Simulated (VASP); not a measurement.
# Ge2Sb2S (P4/mmm) in VASP: further runs

Runs on Ge2Sb2S. Level: PBE. Tasks: single point, relaxation of cell and atoms.

All numbers are computed with VASP 6.6.1; they aren't measurements. Logs are shortened: lines on timing, memory, paths and dates and some standing lists are left out, and cuts for length are marked.

## 1. The cell of the first run

The structure is tetragonal, space group P4/mmm (No. 123). Conventional cell: a = 5.640 Å, b = 5.640 Å, c = 3.917 Å, α = 90.00°, β = 90.00°, γ = 90.00°. Ge (site symmetry 4/mmm) has 4 Sb at 2.82 Å within 3.7 Å. Within 2.6 Å of Ge (site symmetry 4/mmm) lie 2 S at 1.96 Å. Sb (site symmetry mmm) has 6 Ge at 2.82 to 3.43 Å and 2 S at 2.82 Å within 3.7 Å. Within 2.6 Å of S (site symmetry 4/mmm) lie 2 Ge at 1.96 Å.

## 2. Single point, PBE

INCAR

```
ALGO = Normal ; EDIFF = 1E-6
ENCUT = 520 ; GGA = PE
ISIF = 2 ; ISMEAR = 0
LASPH = True ; LCHARG = True
LELF = True ; LREAL = False
LVHAR = True ; LWAVE = False
NBANDS = 30 ; NELM = 80
PREC = Accurate ; SIGMA = 0.1
```

KPOINTS

```
k-points
0
Gamma
  4 4 4
```

POSCAR

```
Ge2Sb2S
1.0
    5.6396480500      0.0000000000      0.0000000000
    0.0000000000      5.6396480500      0.0000000000
    0.0000000000      0.0000000000      3.9166620900
Ge Sb S
2 2 1
Direct
    0.0000000000      0.0000000000      0.0000000000
    0.5000000000      0.5000000000      0.5000000000
    0.0000000000      0.5000000000      0.0000000000
    0.5000000000      0.0000000000      0.0000000000
    0.5000000000      0.5000000000      0.0000000000
```

Potentials or basis: VASP PAW PBE potentials, release 64 (Ge_d, Sb, S).

Run with:

```
cat potpaw_PBE.64/Ge_d/POTCAR potpaw_PBE.64/Sb/POTCAR potpaw_PBE.64/S/POTCAR > POTCAR
mpirun -np 1 vasp_std > vasp.out
```

OUTCAR:

```text
EDIFF = 1E-6
   ENCUT = 520
   GGA = PE
   ISIF = 2
   ISMEAR = 0
   LASPH = True
   LREAL = False
   NELM = 80
   PREC = Accurate

 ion  position               nearest neighbor table
   1  0.000  0.000  0.000-   3 2.82   4 2.82   3 2.82   4 2.82
   2  0.500  0.500  0.500-   5 1.96   5 1.96
   3  0.000  0.500  0.000-   1 2.82   5 2.82   1 2.82   5 2.82
   4  0.500  0.000  0.000-   1 2.82   5 2.82   5 2.82   1 2.82
   5  0.500  0.500  0.000-   2 1.96   2 1.96   4 2.82   3 2.82   4 2.82   3 2.82

  LATTYP: Found a simple tetragonal cell.
 ALAT       =     5.6396480500
 C/A-ratio  =     0.6944869707

  Lattice vectors:

 A1 = (   5.6396480500,   0.0000000000,   0.0000000000)
 A2 = (   0.0000000000,   5.6396480500,   0.0000000000)
 A3 = (   0.0000000000,   0.0000000000,   3.9166620900)

Analysis of symmetry for initial positions (statically):
=====================================================================
 Subroutine PRICEL returns:
 Original cell was already a primitive cell.

 Routine SETGRP: Setting up the symmetry group for a
 simple tetragonal supercell.

 Subroutine GETGRP returns: Found 16 space group operations
 (whereof 16 operations were pure point group operations)
 out of a pool of 16 trial point group operations.

The static configuration has the point symmetry D_4h.

Analysis of symmetry for dynamics (positions and initial velocities):
=====================================================================
 Subroutine PRICEL returns:
 Original cell was already a primitive cell.

 Routine SETGRP: Setting up the symmetry group for a
 simple tetragonal supercell.

 Subroutine GETGRP returns: Found 16 space group operations
 (whereof 16 operations were pure point group operations)
 out of a pool of 16 trial point group operations.

The dynamic configuration has the point symmetry D_4h.

 Subroutine INISYM returns: Found 16 space group operations
 (whereof 16 operations are pure point group operations),
 and found     1 'primitive' translations

----------------------------------------------------------------------------------------

                                     Primitive cell

  volume of cell :     124.5719

  direct lattice vectors                    reciprocal lattice vectors
     5.639648050  0.000000000  0.000000000     0.177316029  0.000000000  0.000000000
     0.000000000  5.639648050  0.000000000     0.000000000  0.177316029  0.000000000
     0.000000000  0.000000000  3.916662090     0.000000000  0.000000000  0.255319447

  length of vectors
     5.639648050  5.639648050  3.916662090     0.177316029  0.177316029  0.255319447

  position of ions in fractional coordinates (direct lattice)
     0.000000000  0.000000000  0.000000000
     0.500000000  0.500000000  0.500000000
     0.000000000  0.500000000  0.000000000
     0.500000000  0.000000000  0.000000000
     0.500000000  0.500000000  0.000000000

  ion indices of the primitive-cell ions
   primitive index   ion index
                 1           1
                 2           2
                 3           3
                 4           4
                 5           5

----------------------------------------------------------------------------------------

 KPOINTS: k-points

Automatic generation of k-mesh.
 Grid dimensions read from file:
 generate k-points for:    4    4    4

 Generating k-lattice:

  Cartesian coordinates                     Fractional coordinates (reciprocal lattice)
     0.044329007  0.000000000  0.000000000     0.250000000  0.000000000  0.000000000
     0.000000000  0.044329007  0.000000000     0.000000000  0.250000000  0.000000000
     0.000000000  0.000000000  0.063829862     0.000000000  0.000000000  0.250000000

  Length of vectors
     0.044329007  0.044329007  0.063829862

  Shift w.r.t. Gamma in fractional coordinates (k-lattice)
     0.000000000  0.000000000  0.000000000

 Subroutine IBZKPT returns following result:
 ===========================================

 Found     18 irreducible k-points:

 Following reciprocal coordinates:
            Coordinates               Weight
  0.000000  0.000000  0.000000      1.000000
  0.250000  0.000000  0.000000      4.000000
  0.500000  0.000000  0.000000      2.000000
  0.250000  0.250000  0.000000      4.000000
  0.500000  0.250000  0.000000      4.000000
  0.500000  0.500000  0.000000      1.000000
[... 10 lines left out ...]
  0.500000  0.250000  0.500000      4.000000
  0.500000  0.500000  0.500000      1.000000
   k-points           NKPTS =     18   k-points in BZ     NKDIM =     18   number of bands    NBANDS=     30
   number of dos      NEDOS =    301   number of ions     NIONS =      5
   total plane-waves  NPLWV =  52920
   dimension x,y,z NGX =    42 NGY =   42 NGZ =   30
   dimension x,y,z NGXF=    84 NGYF=   84 NGZF=   60
   ions per type =               2   2   1
   NGX,Y,Z   is equivalent  to a cutoff of  12.38, 12.38, 12.73 a.u.
[... 32 lines left out ...]
  volume/ion in A,a.u.               =      24.91       168.13
  Fermi-wavevector in a.u.,A,eV,Ry     =   1.157228  2.186844 18.220612  1.339177
  Thomas-Fermi vector in A             =   2.293841
   LORBIT       =      0    0 simple, 1 ext, 2 COOP (PROOUT), +10 PAW based schemes
   GGA     = PE    functional components
   LHFCALC =     F    Hartree Fock is set to
   AEXX    =    0.0000 exact exchange contribution
   IVDW    =     0    specifies the selected vdW correction
   LEPSILON=     F    determine dielectric tensor
   LRPA    =     F    only Hartree local field effects (RPA)
 non-spin polarized calculation
 Gauss-broadening in eV      SIGMA  =   0.10
  energy-cutoff  :      520.00
  volume of cell :      124.57
 maximum number of plane-waves:      3387
 NGX is ok and might be reduce to    42
   NGX = 21   NGY = 21   NGZ = 15

 number of electron      43.9999980 magnetization

 Free energy of the ion-electron system (eV)
  ---------------------------------------------------
  ext. energy  EPLUGINS =         0.00000000
  ---------------------------------------------------
  free energy    TOTEN  =       -16.09696124 eV

  energy without entropy =      -16.06848516  energy(sigma->0) =      -16.08272320

 E-fermi :   6.3245     XC(G=0):  -9.7600

 val. band max:        6.2841711658   @ k =   0.0000   0.0000   0.2500
 cond. band min:       6.3315495183   @ k =   0.2500   0.0000   0.2500
 fundamental gap:      0.0473783524
 Fermi energy:         6.3244769385

 k-point     1 :       0.0000    0.0000    0.0000
  band No.  band energies     occupation
      1     -19.1221      2.00000
      2     -18.7341      2.00000
      3     -18.7341      2.00000
      4     -18.6407      2.00000
      5     -18.6403      2.00000
      6     -18.5438      2.00000
[... 22 lines left out ...]
     29      11.0289      0.00000
     30      11.4804      0.00000

 k-point     2 :       0.2500    0.0000    0.0000
  band No.  band energies     occupation
      1     -19.1221      2.00000
      2     -18.7342      2.00000
      3     -18.7341      2.00000
      4     -18.6407      2.00000
      5     -18.6403      2.00000
      6     -18.5438      2.00000
[... 22 lines left out ...]
     29      11.2282      0.00000
     30      11.5669      0.00000

 k-point     3 :       0.5000    0.0000    0.0000
  band No.  band energies     occupation
      1     -19.1222      2.00000
      2     -18.7342      2.00000
      3     -18.7341      2.00000
      4     -18.6406      2.00000
      5     -18.6403      2.00000
      6     -18.5439      2.00000
[... 22 lines left out ...]
     29      11.6412      0.00000
     30      11.6658      0.00000

 k-point     4 :       0.2500    0.2500    0.0000
  band No.  band energies     occupation
      1     -19.1222      2.00000
      2     -18.7342      2.00000
      3     -18.7342      2.00000
      4     -18.6406      2.00000
      5     -18.6403      2.00000
      6     -18.5439      2.00000
[... 418 lines left out ...]
     29      11.3903      0.00000
     30      11.6966      0.00000

 k-point    17 :       0.5000    0.2500    0.5000
  band No.  band energies     occupation
      1     -19.0197      2.00000
      2     -18.7415      2.00000
      3     -18.7414      2.00000
      4     -18.6400      2.00000
      5     -18.6399      2.00000
      6     -18.5387      2.00000
[... 22 lines left out ...]
     29      11.1612      0.00000
     30      11.2444      0.00000

 k-point    18 :       0.5000    0.5000    0.5000
  band No.  band energies     occupation
      1     -19.0197      2.00000
      2     -18.7415      2.00000
      3     -18.7415      2.00000
      4     -18.6400      2.00000
      5     -18.6399      2.00000
      6     -18.5387      2.00000
[... 22 lines left out ...]
     29       9.0650      0.00000
     30      11.8532      0.00000

------------------------ aborting loop because EDIFF is reached ----------------------------------------

  FORCE on cell =-STRESS in cart. coord.  units (eV):
  Direction    XX          YY          ZZ          XY          YZ          ZX
  --------------------------------------------------------------------------------------
  -------------------------------------------------------------------------------------
  Total        0.4559366      0.4559366     34.4030955      0.0000000     -0.0000000     -0.0000000
  in kB        5.8640131      5.8640131    442.4742432      0.0000000     -0.0000000     -0.0000000
  external PRESSURE =     151.4007565 kB  Pullay stress =       0.0000000 kB

 VOLUME and BASIS-vectors are now :
 -----------------------------------------------------------------------------
  energy-cutoff  :      520.00
  volume of cell :      124.57
      direct lattice vectors                 reciprocal lattice vectors
     5.639648050  0.000000000  0.000000000     0.177316029  0.000000000  0.000000000
     0.000000000  5.639648050  0.000000000     0.000000000  0.177316029  0.000000000
     0.000000000  0.000000000  3.916662090     0.000000000  0.000000000  0.255319447

 POSITION                                       TOTAL-FORCE (eV/Angst)
 -----------------------------------------------------------------------------------
      0.00000      0.00000      0.00000         0.000000      0.000000      0.000000
      2.81982      2.81982      1.95833         0.000000      0.000000      0.000000
      0.00000      2.81982      0.00000         0.000000      0.000000      0.000000
      2.81982      0.00000      0.00000         0.000000      0.000000      0.000000
      2.81982      2.81982      0.00000         0.000000      0.000000      0.000000
 -----------------------------------------------------------------------------------
    total drift:                                0.000000     -0.000000     -0.000000

  FREE ENERGIE OF THE ION-ELECTRON SYSTEM (eV)
  ---------------------------------------------------
  free  energy   TOTEN  =       -16.0969612362 eV

  energy  without entropy=      -16.0684851582  energy(sigma->0) =      -16.08272320
```

Run time: 1.8 min. Hardware: 1 thread of Intel Xeon 8259CL, shared host; peak memory 0.25 GiB.

What came out:

| Item | Value |
| --- | --- |
| Free energy | -16.0970 eV |
| Pressure | 15.1 GPa |
| Band gap on the k mesh | zero (band 22 reaches 7.72 eV, above the bottom of band 23 at 4.63 eV) |

Caveat: the k points lie up to 0.40 Å⁻¹ apart; spin-orbit coupling is left out, which moves the levels of the heavy elements.

(Part 1 of 2 ends here.)
